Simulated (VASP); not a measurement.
# In in VASP: further runs

The runs below take In through single point, with PBE, PBE+U.

All numbers are computed with VASP 6.6.1; they aren't measurements. Logs are shortened: lines on timing, memory, paths and dates and some standing lists are left out, and cuts for length are marked.

### Step 1. The cell of the first run

The typed cell holds 3 atoms: a = 8.431 Å, b = 8.431 Å, c = 8.431 Å, α = 22.84°, β = 22.84°, γ = 22.84°.

### Step 2. Single point, PBE

Contents of INCAR:

```
SYSTEM = In
  PREC = Accurate
  ENCUT = 500
  EDIFF = 1E-6
  ISMEAR = 0
  SIGMA = 0.1
  LREAL = .FALSE.
  LASPH = .TRUE.
  NELM = 120
  ALGO = Normal
  ISIF = 2
  LWAVE = .FALSE.
  LCHARG = .TRUE.
  GGA = PE
  LELF = .TRUE.
  LVHAR = .TRUE.
  NBANDS = 26
  GGA_COMPAT = .FALSE.
```

Contents of KPOINTS:

```
Automatic mesh
0
G
  6 6 6
  0 0 0
```

Contents of POSCAR:

```
In
1.0
    1.6696368166      0.9639652655      8.2074632500
   -1.6696368166      0.9639652655      8.2074632500
    0.0000000000     -1.9279305310      8.2074632500
In
3
Direct
    0.0000000000      0.0000000000      0.0000000000
    0.7780122400      0.7780122400      0.7780122400
    0.2369610762      0.2070144438      0.2219877600
```

Potentials or basis: VASP PAW PBE potentials, release 64 (In_d).

Launch:

```
cat potpaw_PBE.64/In_d/POTCAR > POTCAR
mpirun -np 1 vasp_std > vasp.out
```

OUTCAR:

```text
SYSTEM = In
   PREC = Accurate
   ENCUT = 500
   EDIFF = 1E-6
   ISMEAR = 0
   LREAL = .FALSE.
   LASPH = .TRUE.
   NELM = 120
   ISIF = 2
   GGA = PE

 ion  position               nearest neighbor table
   1  0.000  0.000  0.000-   3 3.33   2 3.35   2 3.35   2 3.35   3 3.35   3 3.38
   2  0.778  0.778  0.778-   3 3.31   3 3.34   1 3.35   1 3.35   1 3.35   3 3.36
   3  0.237  0.207  0.222-   2 3.31   1 3.33   2 3.34   1 3.35   2 3.36   1 3.38

  LATTYP: Found a trigonal (rhomboedric) cell.
 ALAT       =     8.4308581492
 COS(alpha) =     0.9215612875

  Lattice vectors:

 A1 = (   1.6696368166,   0.9639652655,   8.2074632500)
 A2 = (  -1.6696368166,   0.9639652655,   8.2074632500)
 A3 = (   0.0000000000,  -1.9279305310,   8.2074632500)

Analysis of symmetry for initial positions (statically):
=====================================================================
 Subroutine PRICEL returns:
 Original cell was already a primitive cell.

 Routine SETGRP: Setting up the symmetry group for a
 trigonal (rhombohedral) supercell.

 Subroutine GETGRP returns: Found  1 space group operations
 (whereof  1 operations were pure point group operations)
 out of a pool of 12 trial point group operations.

The static configuration has the point symmetry C_1 .

Analysis of symmetry for dynamics (positions and initial velocities):
=====================================================================
 Subroutine PRICEL returns:
 Original cell was already a primitive cell.

 Routine SETGRP: Setting up the symmetry group for a
 trigonal (rhombohedral) supercell.

 Subroutine GETGRP returns: Found  1 space group operations
 (whereof  1 operations were pure point group operations)
 out of a pool of 12 trial point group operations.

The dynamic configuration has the point symmetry C_1 .

 Subroutine INISYM returns: Found  1 space group operations
 (whereof  1 operations are pure point group operations),
 and found     1 'primitive' translations

----------------------------------------------------------------------------------------

                                     Primitive cell

  volume of cell :      79.2581

  direct lattice vectors                    reciprocal lattice vectors
     1.669636817  0.963965265  8.207463250     0.299466324  0.172896963  0.040613442
    -1.669636817  0.963965265  8.207463250    -0.299466324  0.172896963  0.040613442
     0.000000000 -1.927930531  8.207463250     0.000000000 -0.345793926  0.040613442

  length of vectors
     8.430858149  8.430858149  8.430858149     0.348170778  0.348170778  0.348170778

  position of ions in fractional coordinates (direct lattice)
     0.000000000  0.000000000  0.000000000
     0.778012240  0.778012240  0.778012240
     0.236961076  0.207014444  0.221987760

  ion indices of the primitive-cell ions
   primitive index   ion index
                 1           1
                 2           2
                 3           3

----------------------------------------------------------------------------------------

 KPOINTS: Automatic mesh

Automatic generation of k-mesh.
 Grid dimensions read from file:
 generate k-points for:    6    6    6

 Generating k-lattice:

  Cartesian coordinates                     Fractional coordinates (reciprocal lattice)
     0.049911054  0.028816160  0.006768907     0.166666667 -0.000000000 -0.000000000
    -0.049911054  0.028816160  0.006768907    -0.000000000  0.166666667 -0.000000000
     0.000000000 -0.057632321  0.006768907    -0.000000000 -0.000000000  0.166666667

  Length of vectors
     0.058028463  0.058028463  0.058028463

  Shift w.r.t. Gamma in fractional coordinates (k-lattice)
     0.000000000  0.000000000  0.000000000

 Subroutine IBZKPT returns following result:
 ===========================================

 Found    112 irreducible k-points:

 Following reciprocal coordinates:
            Coordinates               Weight
  0.000000  0.000000  0.000000      1.000000
  0.166667 -0.000000  0.000000      2.000000
 -0.000000  0.166667  0.000000      2.000000
  0.000000  0.000000  0.166667      2.000000
  0.333333 -0.000000  0.000000      2.000000
 -0.000000  0.333333  0.000000      2.000000
[... 16 lines left out ...]
 -0.166667  0.500000  0.000000      2.000000
  0.166667  0.000000  0.500000      2.000000
 [... further k-points ...]
   k-points           NKPTS =    112   k-points in BZ     NKDIM =    112   number of bands    NBANDS=     26
   number of dos      NEDOS =    301   number of ions     NIONS =      3
   total plane-waves  NPLWV = 262144
   dimension x,y,z NGX =    64 NGY =   64 NGZ =   64
   dimension x,y,z NGXF=   128 NGYF=  128 NGZF=  128
   ions per type =               3
   NGX,Y,Z   is equivalent  to a cutoff of  12.62, 12.62, 12.62 a.u.
   NGXF,Y,Z  is equivalent  to a cutoff of  25.24, 25.24, 25.24 a.u.
 SYSTEM =  In
   PREC   = accura    normal or accurate (medium, high low for compatibility)
   ISTART =      0    job   : 0-new  1-cont  2-samecut
   ICHARG =      2    charge: 1-file 2-atom 10-const
   ISPIN  =      1    spin polarized calculation?
   LNONCOLLINEAR =      F non collinear calculations
   LSORBIT =      F    spin-orbit coupling
   LASPH  =      T    aspherical Exc in radial PAW
   ENCUT  =  500.0 eV  36.75 Ry    6.06 a.u.  15.37 15.37 15.37*2*pi/ulx,y,z
   NELM   =    120;   NELMIN=  2; NELMDL= -5     # of ELM steps
   EDIFF  = 0.1E-05   stopping-criterion for ELM
   LREAL  =      F    real-space projection
   EDIFFG = 0.1E-04   stopping-criterion for IOM
   NSW    =      0    number of steps for IOM
   IBRION =     -1    ionic relax: 0-MD 1-quasi-New 2-CG
   NFREE  =      0    steps in history (QN), initial steepest desc. (CG)
   ISIF   =      2    stress and relaxation
   ISYM   =      2    0-nonsym 1-usesym 2-fastsym
   POTIM  = 0.5000    time-step for ionic-motion
   TEBEG  =    0.0;   TEEND  =   0.0 temperature during run
   PSTRESS=    0.0 pullay stress
   NELECT =      39.0000    total number of electrons
   NUPDOWN=      -1.0000    fix difference up-down
   EMIN   =  10.00;   EMAX   =-10.00  energy-range for DOS
   EFERMI =   0.00;   METHOD = LEGACY
   ISMEAR =     0;   SIGMA  =   0.10  broadening in eV -4-tet -1-fermi 0-gaus
   EFERMI_NEDOS =   21; number of points for ismear=-14 and -15
   IALGO  =     38    algorithm
   IMIX   =      4    mixing-type and parameters
     AMIX     =   0.40;   BMIX     =  1.00
     AMIX_MAG =   1.60;   BMIX_MAG =  1.00
  volume/ion in A,a.u.               =      26.42       178.29
  Fermi-wavevector in a.u.,A,eV,Ry     =   1.292454  2.442384 22.727687  1.670438
  Thomas-Fermi vector in A             =   2.424161
   LORBIT       =      0    0 simple, 1 ext, 2 COOP (PROOUT), +10 PAW based schemes
   GGA     = PE    functional components
   LHFCALC =     F    Hartree Fock is set to
   AEXX    =    0.0000 exact exchange contribution
   IVDW    =     0    specifies the selected vdW correction
   LEPSILON=     F    determine dielectric tensor
   LRPA    =     F    only Hartree local field effects (RPA)
 non-spin polarized calculation
 Gauss-broadening in eV      SIGMA  =   0.10
  energy-cutoff  :      500.00
  volume of cell :       79.26
 maximum number of plane-waves:      2032
 NGX is ok and might be reduce to    64
   NGX = 31   NGY = 31   NGZ = 31

 number of electron      38.9999997 magnetization

 Free energy of the ion-electron system (eV)
  ---------------------------------------------------
  ext. energy  EPLUGINS =         0.00000000
  ---------------------------------------------------
  free energy    TOTEN  =        -7.73499520 eV

  energy without entropy =       -7.72876794  energy(sigma->0) =       -7.73188157

 E-fermi :   7.3264     XC(G=0): -10.2086

 val. band max:        7.3227938801   @ k =   0.5000  -0.1667   0.5000
 cond. band min:       7.3320999934   @ k =   0.5000   0.5000   0.1667
 fundamental gap:      0.0093061133
 Fermi energy:         7.3263601640

 k-point     1 :       0.0000    0.0000    0.0000
  band No.  band energies     occupation
      1      -7.2627      2.00000
      2      -7.2623      2.00000
      3      -7.2244      2.00000
      4      -7.2051      2.00000
      5      -7.2044      2.00000
      6      -7.1854      2.00000
[... 18 lines left out ...]
     25      17.5973      0.00000
     26      17.7516      0.00000

 k-point     2 :       0.1667   -0.0000    0.0000
  band No.  band energies     occupation
      1      -7.2796      2.00000
      2      -7.2610      2.00000
      3      -7.2124      2.00000
      4      -7.1924      2.00000
      5      -7.1742      2.00000
      6      -7.1594      2.00000
[... 18 lines left out ...]
     25      15.1182      0.00000
     26      16.4138      0.00000

 k-point     3 :      -0.0000    0.1667    0.0000
  band No.  band energies     occupation
      1      -7.2786      2.00000
      2      -7.2587      2.00000
      3      -7.2139      2.00000
      4      -7.1941      2.00000
      5      -7.1727      2.00000
      6      -7.1616      2.00000
[... 18 lines left out ...]
     25      15.1132      0.00000
     26      16.4243      0.00000

 k-point     4 :       0.0000    0.0000    0.1667
  band No.  band energies     occupation
      1      -7.2789      2.00000
      2      -7.2597      2.00000
      3      -7.2131      2.00000
      4      -7.1936      2.00000
      5      -7.1741      2.00000
      6      -7.1614      2.00000
[... 18 lines left out ...]
     25      15.1156      0.00000
     26      16.4171      0.00000

 k-point     5 :       0.3333   -0.0000    0.0000
  band No.  band energies     occupation
      1      -7.3492      2.00000
      2      -7.3223      2.00000
      3      -7.2586      2.00000
      4      -7.2214      2.00000
      5      -7.2119      2.00000
      6      -7.1801      2.00000
[... 18 lines left out ...]
     25      12.9436      0.00000
     26      14.2321      0.00000

 k-point     6 :      -0.0000    0.3333    0.0000
  band No.  band energies     occupation
      1      -7.3470      2.00000
      2      -7.3204      2.00000
      3      -7.2593      2.00000
      4      -7.2200      2.00000
      5      -7.2090      2.00000
      6      -7.1866      2.00000
[... 427 lines left out ...]
 k-point    21 :       0.5000    0.0000   -0.1667
  band No.  band energies     occupation
      1      -7.3195      2.00000
      2      -7.2983      2.00000
      3      -7.2560      2.00000
      4      -7.2440      2.00000
      5      -7.2051      2.00000
      6      -7.1754      2.00000
[... 18 lines left out ...]
     25      13.0090      0.00000
     26      13.2420      0.00000

 k-point    22 :       0.0000    0.5000    0.1667
  band No.  band energies     occupation
      1      -7.3148      2.00000
      2      -7.2952      2.00000
      3      -7.2579      2.00000
      4      -7.2433      2.00000
      5      -7.2082      2.00000
      6      -7.1764      2.00000
[... 18 lines left out ...]
     25      13.0191      0.00000
     26      13.2160      0.00000

 k-point    23 :      -0.1667    0.5000    0.0000
  band No.  band energies     occupation
      1      -7.3135      2.00000
      2      -7.2950      2.00000
      3      -7.2588      2.00000
      4      -7.2441      2.00000
      5      -7.2057      2.00000
      6      -7.1766      2.00000
[... 18 lines left out ...]
     25      13.0151      0.00000
     26      13.2247      0.00000

 k-point    24 :       0.1667    0.0000    0.5000
  band No.  band energies     occupation
      1      -7.3160      2.00000
      2      -7.2965      2.00000
      3      -7.2578      2.00000
      4      -7.2445      2.00000
      5      -7.2041      2.00000
      6      -7.1760      2.00000
[... 18 lines left out ...]
     25      13.0094      0.00000
     26      13.2369      0.00000

 [... further k-points ...]
[... 5 lines left out ...]
  --------------------------------------------------------------------------------------
  -------------------------------------------------------------------------------------
  Total        0.9213236      0.9224911      0.2314223      0.0019367     -0.0003407      0.0137703
  in kB       18.6242667     18.6478667      4.6781282      0.0391492     -0.0068872      0.2783619
  external PRESSURE =      13.9834205 kB  Pullay stress =       0.0000000 kB

 VOLUME and BASIS-vectors are now :
 -----------------------------------------------------------------------------
  energy-cutoff  :      500.00
  volume of cell :       79.26
      direct lattice vectors                 reciprocal lattice vectors
     1.669636817  0.963965265  8.207463250     0.299466324  0.172896963  0.040613442
    -1.669636817  0.963965265  8.207463250    -0.299466324  0.172896963  0.040613442
     0.000000000 -1.927930531  8.207463250     0.000000000 -0.345793926  0.040613442

 POSITION                                       TOTAL-FORCE (eV/Angst)
 -----------------------------------------------------------------------------------
      0.00000      0.00000      0.00000         0.002968      0.000343      0.000641
      0.00000      0.00000     19.15652         0.007172      0.000273      0.012078
      0.05000      0.00000      5.46587        -0.010140     -0.000616     -0.012719
 -----------------------------------------------------------------------------------
    total drift:                               -0.000004      0.000006      0.000009

  FREE ENERGIE OF THE ION-ELECTRON SYSTEM (eV)
  ---------------------------------------------------
  free  energy   TOTEN  =        -7.7349951976 eV

  energy  without entropy=       -7.7287679416  energy(sigma->0) =       -7.73188157
```

Wall time 11 min (1 thread of AMD EPYC 9R45 (Zen 5), shared host); peak memory 0.57 GiB.

Results:

| Property | Result |
| --- | --- |
| Free energy | -7.7350 eV |
| Pressure | 1.4 GPa |
| Largest force | 0.016 eV/Å |
| Band gap on the k mesh | zero (an odd number of electrons rules out a gap without spin polarisation) |

Forces in eV/Å, atoms in the order of the input:
```
In   0.003  0.000  0.001
In   0.007  0.000  0.012
In  -0.010 -0.001 -0.013
```

Caveat: the k points lie up to 0.36 Å⁻¹ apart, too coarse for converged energies and pressures of a metal; spin-orbit coupling is left out, which moves the levels of the heavy elements.

[end of part 1 of 2]
